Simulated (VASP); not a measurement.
# FeO (F-43m) in VASP: a series of runs

Runs on FeO. Level: PBE+U. Tasks: single point.

Everything below comes from runs of VASP 6.6.1. Logs are shortened: lines on timing, memory, paths and dates and some standing lists are left out, and cuts for length are marked.

### Step 1. The cell of the first run

Symmetry: F-43m, No. 216, cubic system. The conventional cell has a = 4.747 Å, b = 4.747 Å, c = 4.747 Å, α = 90.00°, β = 90.00°, γ = 90.00°. Fe (site symmetry -43m) has 4 O at 2.06 Å within 2.7 Å. Within 2.7 Å of O (site symmetry -43m) lie 4 Fe at 2.06 Å.

### Step 2. Single point, PBE+U, collinear spin, ferromagnetic start

Contents of INCAR:

```
SYSTEM = FeO
  PREC = Accurate
  ENCUT = 520
  EDIFF = 1E-7
  ISMEAR = 0
  SIGMA = 0.05
  LREAL = .FALSE.
  LASPH = .TRUE.
  NELM = 150
  ALGO = Normal
  ISIF = 2
  LWAVE = .FALSE.
  LCHARG = .TRUE.
  ISPIN = 2
  MAGMOM = 3.69 0
  LORBIT = 11
  LMAXMIX = 4
  LDAU = .TRUE.
  LDAUTYPE = 2
  LDAUL = 2 -1
  LDAUU = 4 0
  LDAUJ = 0 0
  LDAUPRINT = 1
  GGA = PE
  LELF = .TRUE.
  LVHAR = .TRUE.
  NBANDS = 18
```

Contents of KPOINTS:

```
Automatic mesh
0
G
  6 6 6
  0 0 0
```

Contents of POSCAR:

```
FeO
1.0
    0.0000000000      2.3733177188      2.3733177188
    2.3733177188      0.0000000000      2.3733177188
    2.3733177188      2.3733177188      0.0000000000
Fe O
1 1
Direct
    0.0000000000      0.0000000000      0.0000000000
    0.2500000000      0.2500000000      0.2500000000
```

Potentials or basis: VASP PAW PBE potentials, release 64 (Fe, O).

On the command line:

```bash
$ cat potpaw_PBE.64/Fe/POTCAR potpaw_PBE.64/O/POTCAR > POTCAR
$ mpirun -np 1 vasp_std > vasp.out
```

OUTCAR:

```text
SYSTEM = FeO
   PREC = Accurate
   ENCUT = 520
   EDIFF = 1E-7
   ISMEAR = 0
   LREAL = .FALSE.
   LASPH = .TRUE.
   NELM = 150
   ISIF = 2
   ISPIN = 2
   LORBIT = 11
   GGA = PE

 ion  position               nearest neighbor table
   1  0.000  0.000  0.000-   2 2.06   2 2.06   2 2.06   2 2.06
   2  0.250  0.250  0.250-   1 2.06   1 2.06   1 2.06   1 2.06

  LATTYP: Found a face centered cubic cell.
 ALAT       =     4.7466354376

  Lattice vectors:

 A1 = (   0.0000000000,   2.3733177188,   2.3733177188)
 A2 = (   2.3733177188,   0.0000000000,   2.3733177188)
 A3 = (   2.3733177188,   2.3733177188,   0.0000000000)

Analysis of symmetry for initial positions (statically):
=====================================================================
 Subroutine PRICEL returns:
 Original cell was already a primitive cell.

 Routine SETGRP: Setting up the symmetry group for a
 face centered cubic supercell.

 Subroutine GETGRP returns: Found 24 space group operations
 (whereof 24 operations were pure point group operations)
 out of a pool of 48 trial point group operations.

The static configuration has the point symmetry T_d .

Analysis of symmetry for dynamics (positions and initial velocities):
=====================================================================
 Subroutine PRICEL returns:
 Original cell was already a primitive cell.

 Routine SETGRP: Setting up the symmetry group for a
 face centered cubic supercell.

 Subroutine GETGRP returns: Found 24 space group operations
 (whereof 24 operations were pure point group operations)
 out of a pool of 48 trial point group operations.

The dynamic configuration has the point symmetry T_d .

Analysis of structural, dynamic, and magnetic symmetry:
=====================================================================
 Subroutine PRICEL returns:
 Original cell was already a primitive cell.

 Routine SETGRP: Setting up the symmetry group for a
 face centered cubic supercell.

 Subroutine GETGRP returns: Found 24 space group operations
 (whereof 24 operations were pure point group operations)
 out of a pool of 48 trial point group operations.

The overall configuration has the point symmetry T_d .

 Subroutine INISYM returns: Found 24 space group operations
 (whereof 24 operations are pure point group operations),
 and found     1 'primitive' translations

----------------------------------------------------------------------------------------

                                     Primitive cell

  volume of cell :      26.7361

  direct lattice vectors                    reciprocal lattice vectors
     0.000000000  2.373317719  2.373317719    -0.210675543  0.210675543  0.210675543
     2.373317719  0.000000000  2.373317719     0.210675543 -0.210675543  0.210675543
     2.373317719  2.373317719  0.000000000     0.210675543  0.210675543 -0.210675543

  length of vectors
     3.356378106  3.356378106  3.356378106     0.364900745  0.364900745  0.364900745

  position of ions in fractional coordinates (direct lattice)
     0.000000000  0.000000000  0.000000000
     0.250000000  0.250000000  0.250000000

  ion indices of the primitive-cell ions
   primitive index   ion index
                 1           1
                 2           2

----------------------------------------------------------------------------------------

 KPOINTS: Automatic mesh

Automatic generation of k-mesh.
 Grid dimensions read from file:
 generate k-points for:    6    6    6

 Generating k-lattice:

  Cartesian coordinates                     Fractional coordinates (reciprocal lattice)
    -0.035112591  0.035112591  0.035112591     0.166666667  0.000000000  0.000000000
     0.035112591 -0.035112591  0.035112591     0.000000000  0.166666667  0.000000000
[... 64 lines left out ...]
   ISMEAR =     0;   SIGMA  =   0.05  broadening in eV -4-tet -1-fermi 0-gaus
   EFERMI_NEDOS =   21; number of points for ismear=-14 and -15
   IALGO  =     38    algorithm
   IMIX   =      4    mixing-type and parameters
     AMIX     =   0.40;   BMIX     =  1.00
     AMIX_MAG =   1.60;   BMIX_MAG =  1.00
  volume/ion in A,a.u.               =      13.37        90.21
  Fermi-wavevector in a.u.,A,eV,Ry     =   1.319527  2.493545 23.689806  1.741152
  Thomas-Fermi vector in A             =   2.449419
   LORBIT       =     11    0 simple, 1 ext, 2 COOP (PROOUT), +10 PAW based schemes
 LDA+U is selected, type is set to LDAUTYPE =  2
   angular momentum for each species LDAUL =     2   -1
   U (eV)           for each species LDAUU =   4.0  0.0
   J (eV)           for each species LDAUJ =   0.0  0.0
   GGA     = PE    functional components
   LHFCALC =     F    Hartree Fock is set to
   AEXX    =    0.0000 exact exchange contribution
   IVDW    =     0    specifies the selected vdW correction
   LEPSILON=     F    determine dielectric tensor
   LRPA    =     F    only Hartree local field effects (RPA)
 spin polarized calculation
 Gauss-broadening in eV      SIGMA  =   0.05
  energy-cutoff  :      520.00
  volume of cell :       26.74
 maximum number of plane-waves:       745
 NGX is ok and might be reduce to    28
   NGX = 13   NGY = 13   NGZ = 13

atom =   1  type =  1  l = 2

 onsite density matrix

spin component  1

  0.9869  0.0000  0.0000  0.0000 -0.0000
  0.0000  0.9869 -0.0000  0.0000  0.0000
  0.0000 -0.0000  0.9701  0.0000  0.0000
  0.0000  0.0000  0.0000  0.9869  0.0000
 -0.0000  0.0000  0.0000  0.0000  0.9701

spin component  2

  0.3222 -0.0000  0.0000 -0.0000 -0.0000
 -0.0000  0.3222  0.0000 -0.0000 -0.0000
  0.0000  0.0000  0.0545 -0.0000  0.0000
 -0.0000 -0.0000 -0.0000  0.3222 -0.0000
 -0.0000 -0.0000  0.0000 -0.0000  0.0545

 occupancies and eigenvectors

  o =  0.0545  v =  0.0000  0.0000  0.0000  0.0000  0.0000  0.0000  0.0000 -0.0336  0.0000  0.9994      0.0000  0.0000  0.0000  0.0000  0.0000  0.0000  0.0000  0.0000  0.0000  0.0000
  o =  0.0545  v =  0.0000  0.0000  0.0000  0.0000  0.0000  0.0000  0.0000 -0.9994 -0.0000 -0.0336      0.0000  0.0000  0.0000  0.0000  0.0000  0.0000  0.0000  0.0000  0.0000  0.0000
  o =  0.3222  v =  0.0000  0.0000  0.0000  0.0000  0.0000  0.0000 -0.0142  0.0000 -0.9999  0.0000      0.0000  0.0000  0.0000  0.0000  0.0000  0.0000  0.0000  0.0000  0.0000  0.0000
  o =  0.3222  v =  0.0000  0.0000  0.0000  0.0000  0.0000  0.0000  0.9999  0.0000 -0.0142 -0.0000      0.0000  0.0000  0.0000  0.0000  0.0000  0.0000  0.0000  0.0000  0.0000  0.0000
  o =  0.3222  v =  0.0000  0.0000  0.0000  0.0000  0.0000  1.0000  0.0000  0.0000  0.0000  0.0000      0.0000  0.0000  0.0000  0.0000  0.0000  0.0000  0.0000  0.0000  0.0000  0.0000
  o =  0.9701  v =  0.0000 -0.0000 -0.1825 -0.0000  0.9832  0.0000  0.0000  0.0000  0.0000  0.0000      0.0000  0.0000  0.0000  0.0000  0.0000  0.0000  0.0000  0.0000  0.0000  0.0000
  o =  0.9701  v =  0.0000  0.0000 -0.9832 -0.0000 -0.1825  0.0000  0.0000  0.0000  0.0000  0.0000      0.0000  0.0000  0.0000  0.0000  0.0000  0.0000  0.0000  0.0000  0.0000  0.0000
  o =  0.9869  v =  1.0000  0.0000  0.0000  0.0000  0.0000  0.0000  0.0000  0.0000  0.0000  0.0000      0.0000  0.0000  0.0000  0.0000  0.0000  0.0000  0.0000  0.0000  0.0000  0.0000
  o =  0.9869  v =  0.0000 -0.9980  0.0000  0.0638 -0.0000  0.0000  0.0000  0.0000  0.0000  0.0000      0.0000  0.0000  0.0000  0.0000  0.0000  0.0000  0.0000  0.0000  0.0000  0.0000
  o =  0.9869  v =  0.0000 -0.0638  0.0000 -0.9980 -0.0000  0.0000  0.0000  0.0000  0.0000  0.0000      0.0000  0.0000  0.0000  0.0000  0.0000  0.0000  0.0000  0.0000  0.0000  0.0000

 number of electron      13.9999994 magnetization       4.0833386

 Free energy of the ion-electron system (eV)
  ---------------------------------------------------
  ext. energy  EPLUGINS =         0.00000000
  ---------------------------------------------------
  free energy    TOTEN  =       -12.91516553 eV

  energy without entropy =      -12.91363024  energy(sigma->0) =      -12.91439788

 E-fermi :   4.2956     XC(G=0): -10.4371

 val. band max:        4.2310649486   @ k =   0.1667   0.0000   0.0000
 cond. band min:       4.3271576088   @ k =   0.3333   0.0000   0.0000
 fundamental gap:      0.0960926602
 Fermi energy:         4.2955590876

 spin component 1

 k-point     1 :       0.0000    0.0000    0.0000
  band No.  band energies     occupation
      1     -15.8497      1.00000
      2      -3.8445      1.00000
      3      -3.8445      1.00000
      4      -3.8445      1.00000
      5      -2.3792      1.00000
      6      -2.3792      1.00000
[... 312 lines left out ...]
      4      -2.7986      1.00000
      5      -2.2117      1.00000
      6      -1.7451      1.00000
[... 10 lines left out ...]
     17      26.0023      0.00000
     18      29.2112      0.00000
 Fermi energy:         4.2955590876

 spin component 2

 k-point     1 :       0.0000    0.0000    0.0000
  band No.  band energies     occupation
      1     -15.4438      1.00000
      2      -0.9822      1.00000
      3      -0.9820      1.00000
      4      -0.9819      1.00000
      5       3.1885      1.00000
      6       5.3198      0.00000
[... 313 lines left out ...]
      5       2.8300      1.00000
      6       4.2193      0.98454
[... 10 lines left out ...]
     17      26.5965      0.00000
     18      30.2918      0.00000

------------------------ aborting loop because EDIFF is reached ----------------------------------------

  FORCE on cell =-STRESS in cart. coord.  units (eV):
  Direction    XX          YY          ZZ          XY          YZ          ZX
  --------------------------------------------------------------------------------------
  -------------------------------------------------------------------------------------
  Total       -1.5267643     -1.5267643     -1.5267643      0.0000000      0.0000000      0.0000000
  in kB      -91.4923802    -91.4923802    -91.4923802      0.0000000      0.0000000      0.0000000
  external PRESSURE =     -91.4923802 kB  Pullay stress =       0.0000000 kB

 VOLUME and BASIS-vectors are now :
 -----------------------------------------------------------------------------
  energy-cutoff  :      520.00
  volume of cell :       26.74
      direct lattice vectors                 reciprocal lattice vectors
     0.000000000  2.373317719  2.373317719    -0.210675543  0.210675543  0.210675543
     2.373317719  0.000000000  2.373317719     0.210675543 -0.210675543  0.210675543
     2.373317719  2.373317719  0.000000000     0.210675543  0.210675543 -0.210675543

 POSITION                                       TOTAL-FORCE (eV/Angst)
 -----------------------------------------------------------------------------------
      0.00000      0.00000      0.00000        -0.000000     -0.000000     -0.000000
      1.18666      1.18666      1.18666         0.000000      0.000000      0.000000
 -----------------------------------------------------------------------------------
    total drift:                                0.000000      0.000000      0.000000

  FREE ENERGIE OF THE ION-ELECTRON SYSTEM (eV)
  ---------------------------------------------------
  free  energy   TOTEN  =       -12.9151655265 eV

  energy  without entropy=      -12.9136302419  energy(sigma->0) =      -12.91439788

 total charge

# of ion       s       p       d       tot
------------------------------------------
    1        0.325   0.382   5.956   6.664
    2        1.558   3.424   0.000   4.981
--------------------------------------------------
tot          1.883   3.806   5.956  11.645

 magnetization (x)

# of ion       s       p       d       tot
------------------------------------------
    1        0.027   0.028   3.822   3.877
    2        0.014   0.200   0.000   0.213
--------------------------------------------------
tot          0.041   0.228   3.822   4.091
```

It took 16 s on 1 thread of AMD EPYC 9R45 (Zen 5), shared host; peak memory 0.14 GiB.

Results:

```yaml
Free_energy: -12.9152 eV
Pressure: -9.1 GPa
Net_moment: 4.08 μB per cell
Site_moments: Fe +3.88; O +0.21 μB
Valence_electrons_inside_the_program's_atomic_spheres: Fe 6.66; O 4.98
```

Eigenvalues of the final occupation matrices:
```
    site  spin  trace               eigenvalues
site 1 d     1   4.90  0.97 0.97 0.99 0.99 0.99
site 1 d     2   1.08  0.05 0.05 0.32 0.32 0.32
```

Caveat: the k points lie up to 0.38 Å⁻¹ apart; a cell with one magnetic atom can't hold antiferromagnetic order, which such compounds often take.

### Step 3. Single point, PBE+U, collinear spin, ferromagnetic start

Contents of INCAR:

```
SYSTEM = FeO
PREC = Accurate
ENCUT = 520
EDIFF = 1E-6
ISMEAR = 0
SIGMA = 0.05
LREAL = .False.
LASPH = .True.
NELM = 150
ALGO = Normal
ISIF = 2
LWAVE = .False.
LCHARG = .False.
ISPIN = 2
MAGMOM = 3.69 0.16
LORBIT = 11
LMAXMIX = 4
LDAU = .True.
LDAUTYPE = 2
LDAUL = 2 -1
LDAUU = 4 0
LDAUJ = 0 0
LDAUPRINT = 1
GGA = PE
NBANDS = 18
```

Contents of KPOINTS:

```
regular mesh
0
Gamma
  10 10 10
  0 0 0
```

POSCAR is that of step 2.

Potentials or basis: VASP PAW PBE potentials, release 64 (Fe, O).

On the command line:

```bash
$ cat potpaw_PBE.64/Fe/POTCAR potpaw_PBE.64/O/POTCAR > POTCAR
$ mpirun -np 1 vasp_std > vasp.out
```

Wall time 33 s (1 thread of AMD EPYC 9R45 (Zen 5), shared host); peak memory 0.16 GiB.

The run converged. Its results:

| Property | Result |
| --- | --- |
| Free energy | -12.9199 eV |
| Pressure | -9.2 GPa |
| Net moment | 4.05 μB per cell |
| Site moments | Fe +3.86; O +0.21 μB |
| Valence electrons inside the program's atomic spheres | Fe 6.67; O 4.98 |

Levels at points of the mesh, in eV from the Fermi level:
Spin up:
```tsv
k point	band 7	band 8	band 9	band 10	band 11	band 12
(0.00, 0.00, 0.00)	-2.22	-2.22	-2.22	-1.52	11.48	11.48
(0.50, 0.00, 0.00)	-6.00	-2.99	-2.99	3.51	4.94	10.75
(0.50, 0.50, 0.00)	-5.00	-4.30	-4.30	3.10	7.29	8.32
```
Spin down:
| k point | band 3 | band 4 | band 5 | band 6 | band 7 | band 8 |
| --- | --- | --- | --- | --- | --- | --- |
| (0.00, 0.00, 0.00) | -5.35 | -5.35 | -1.18 | 1.04 | 1.04 | 1.59 |
| (0.50, 0.00, 0.00) | -5.11 | -5.11 | -0.45 | 0.70 | 0.70 | 1.29 |
| (0.50, 0.50, 0.00) | -5.04 | -5.04 | -1.50 | 0.29 | 0.30 | 1.08 |

Eigenvalues of the final occupation matrices:
```
    site  spin  trace               eigenvalues
site 1 d     1   4.90  0.97 0.97 0.99 0.99 0.99
site 1 d     2   1.09  0.05 0.05 0.33 0.33 0.33
```

Caveat: a cell with one magnetic atom can't hold antiferromagnetic order, which such compounds often take. The state reached can hang on the start; a lower one may exist.

(Part 1 of 3 ends here.)
